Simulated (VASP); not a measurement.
Here is a VASP 6.6.1 calculation.

Contents of INCAR:

```
PREC     = Accurate       # precision mode
ENCUT    = 520            # plane-wave cutoff, eV
EDIFF    = 1E-7           # SCF threshold, eV
ISMEAR   = 0              # smearing method
SIGMA    = 0.1            # smearing width, eV
LREAL    = F              # projectors in reciprocal space
LASPH    = T              # aspherical terms in the spheres
NELM     = 100            # most SCF steps
ALGO     = Fast           # electronic algorithm
ISIF     = 2              # what is computed and relaxed
LWAVE    = F              # write WAVECAR
LCHARG   = F              # write CHGCAR
GGA      = PS             # functional
NBANDS   = 30             # bands
```

Contents of KPOINTS:

```
Automatic mesh
0
Gamma
  15 15 15
```

The input POSCAR:

```
Bi
1.0
    1.7290301302      0.9982560111      8.7131640878
   -1.7290301302      0.9982560111      8.7131640878
    0.0000000000     -1.9965120223      8.7131640878
Bi
3
Direct
    0.0000000000      0.0000000000      0.0000000000
    0.2210692052      0.2210692052      0.2210692052
    0.7789307948      0.7789307948      0.7789307948
```

Potentials or basis: VASP PAW PBE potentials, release 64 (Bi_d).

Launch:

```bash
$ cat potpaw_PBE.64/Bi_d/POTCAR > POTCAR
$ mpirun -np 1 vasp_std > vasp.out
```

Question: Estimate the pressure.

Answer: -0.1 GPa.

Question: Estimate the band gap on the k mesh.

Answer: Zero (an odd number of electrons rules out a gap without spin polarisation).

Caveat: the PAW data sets were made with another functional, which shifts forces and pressure a little; spin-orbit coupling is left out, which moves the levels of the heavy elements.
